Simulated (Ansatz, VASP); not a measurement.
**Two plane-wave programs on Al2O3**

```
Al O
1.0
     2.38025    1.37424    4.33187
    -2.38025    1.37424    4.33187
     0.00000   -2.74848    4.33187
Al O
4 6
Direct
  0.35208 0.35208 0.35208
  0.14792 0.14792 0.14792
  0.64792 0.64792 0.64792
  0.85208 0.85208 0.85208
  0.55646 0.94354 0.25000
  0.25000 0.55646 0.94354
  0.94354 0.25000 0.55646
  0.44354 0.05646 0.75000
  0.75000 0.44354 0.05646
  0.05646 0.75000 0.44354
```

Alike in both runs: functional PBE; k mesh 5 × 5 × 5; occupations fermi-dirac, width 0.02 eV; no spin polarisation.

Ansatz relaxed the structure, and its values are those at the end. VASP's run is a single point on that final structure, the one shown.

|  | VASP | Ansatz |
| --- | --- | --- |
| version | VASP 6.6.1 | Ansatz 0.2.0 |
| potentials or method | VASP PAW PBE potentials, release 64 (Al, O) | plane-wave PAW, scalar-relativistic |
| plane-wave cutoff (eV) | 520 | 420 |
| valence electrons in the cell | 48 | 48 |

|  | VASP | Ansatz | Ansatz less VASP |
| --- | --- | --- | --- |
| gap on the k mesh at the Fermi level (eV) | 6.22 | 6.22 | +0.002 |
| pressure (GPa) | 7.2 | 7.4 | +0.14 |

With one functional, cell and mesh, what is left measures potentials, basis and numerics. Ansatz's warnings: stress scf threshold loose.
